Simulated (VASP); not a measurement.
SnO (Romarchite): single point with PBE

The system is SnO (Romarchite).

```
Sn O
1.0
     3.79860    0.00000    0.00000
     0.00000    3.79860    0.00000
     0.00000    0.00000    4.84080
Sn O
2 2
Direct
  0.50000 0.00000 0.24204
  0.00000 0.50000 0.75796
  0.00000 0.00000 0.00000
  0.50000 0.50000 0.00000
```

| Quantity | Value |
| --- | --- |
| Program | VASP 6.6.1 |
| Task | single point |
| Functional | PBE |
| Potentials or basis | VASP PAW PBE potentials, release 64 (Sn_d, O) |
| Cutoff | 520 eV |
| k mesh | 5 × 5 × 4 |
| Occupations | fermi-dirac, width 0.02 eV |
| Spin | no spin polarisation |
| Dipole correction | no |
| Further INCAR settings | ALGO = Normal; EDIFF = 1e-07; NBANDS = 28 |

- Pressure: 3.5 GPa
- Largest force: 0.089 eV/Å
- Band gap on the k mesh: 0.32 eV, indirect (least direct gap 2.08 eV)

Forces on the atoms (eV/Å):
```
Sn   0.000  0.000  0.089
Sn   0.000  0.000 -0.089
O    0.000  0.000  0.000
O    0.000  0.000  0.000
```

Stress tensor (GPa, compression positive):
```
4.17 0.00 0.00
0.00 4.17 0.00
0.00 0.00 2.25
```

Levels at points of the mesh, in eV from the valence-band top:
| k point | band 16 | band 17 | band 18 | band 19 | band 20 | band 21 | band 22 | band 23 | band 24 | band 25 |
| --- | --- | --- | --- | --- | --- | --- | --- | --- | --- | --- |
| (0.00, 0.00, 0.00) | -6.25 | -3.51 | -3.13 | -3.13 | 0.00 | 2.12 | 4.45 | 4.51 | 4.51 | 5.68 |
| (0.00, 0.00, 0.50) | -3.58 | -3.16 | -3.15 | -3.15 | -2.36 | 1.77 | 2.81 | 2.81 | 3.65 | 7.89 |

Wall time 17 s on 1 thread of Intel(R) Xeon(R) 6975P-C (Granite Rapids), with other jobs on the host, peak memory 0.18 GiB.

Caveat: spin-orbit coupling is left out, which moves the levels of the heavy elements. A k mesh can miss the band edges.
